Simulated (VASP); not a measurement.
A run of VASP 6.6.1 is set up as follows.

File INCAR:

```
PREC = Accurate
ENCUT = 520
EDIFF = 1E-6
ISMEAR = 0
SIGMA = 0.02
LREAL = False
LASPH = True
NELM = 100
ALGO = Normal
ISIF = 2
LWAVE = False
LCHARG = False
GGA = PE
NBANDS = 26
```

Contents of KPOINTS:

```
regular mesh
0
Gamma
  8 8 8
```

The input POSCAR:

```
C
1.0
    3.5568877889      0.0000647043     -0.0001711846
   -1.1503892259      3.7352030520     -0.0002836733
   -0.5153958515     -0.2281998404      3.9970089762
C
8
Direct
    0.2424892588      0.4299104323      0.7860475407
    0.5897002512      0.0430301615      0.0397534299
    0.8908806181      0.4470283084      0.5600416243
    0.2795893346      0.0682364518      0.7103952832
    0.8856289058      0.4048748988      0.9636990370
    0.6549898507      0.6988101047      0.9017544343
    0.8516134248      0.8264803758      0.6028402822
    0.6051083559      0.0816292668      0.4354683684
```

Potentials or basis: VASP PAW PBE potentials, release 64 (C).

Run with:

```sh
$ cat potpaw_PBE.64/C/POTCAR > POTCAR
$ mpirun -np 1 vasp_std > vasp.out
```

**Question.** What does it give for the pressure?

**Answer.** 0.6 GPa.

**Question.** What does it give for the largest force?

**Answer.** 0.055 eV/Å.

Forces on the atoms (eV/Å):
```
C    0.045  0.024  0.017
C   -0.008 -0.006  0.018
C   -0.016  0.011 -0.051
C    0.024 -0.021 -0.012
C   -0.015  0.001  0.050
C   -0.015 -0.012  0.039
C    0.003  0.019 -0.048
C   -0.018 -0.017 -0.013
```
